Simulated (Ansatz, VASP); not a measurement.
**One calculation of Ru, two programs**

```
Ru
1.0
    -1.50986    1.50986    1.50986
     1.50986   -1.50986    1.50986
     1.50986    1.50986   -1.50986
Ru
1
Direct
  0.00000 0.00000 0.00000
```

Alike in both runs: task relaxation of cell and atoms; functional PBE; k mesh 19 × 19 × 19; occupations fermi-dirac, width 0.05 eV; no spin polarisation.

|  | VASP | Ansatz |
| --- | --- | --- |
| version | VASP 6.6.1 | Ansatz 0.2.0 |
| potentials or method | VASP PAW PBE potentials, release 64 (Ru_pv) | PAW with Ansatz's default frozen-core files, scalar-relativistic |
| plane-wave cutoff (eV) | 600 | 420 |
| valence electrons in the cell | 14 | 16 |

|  | VASP | Ansatz | Ansatz less VASP |
| --- | --- | --- | --- |
| relaxed volume (Å³/atom) | 14.23 | 14.23 | +0.008 |
| relaxed cell length with the largest relative difference (Å) | 2.644 | 2.644 | +0.0005 |

VASP's potentials hold 14 valence electrons a cell and Ansatz's 16, so a difference there can come from the potentials and not from the codes.
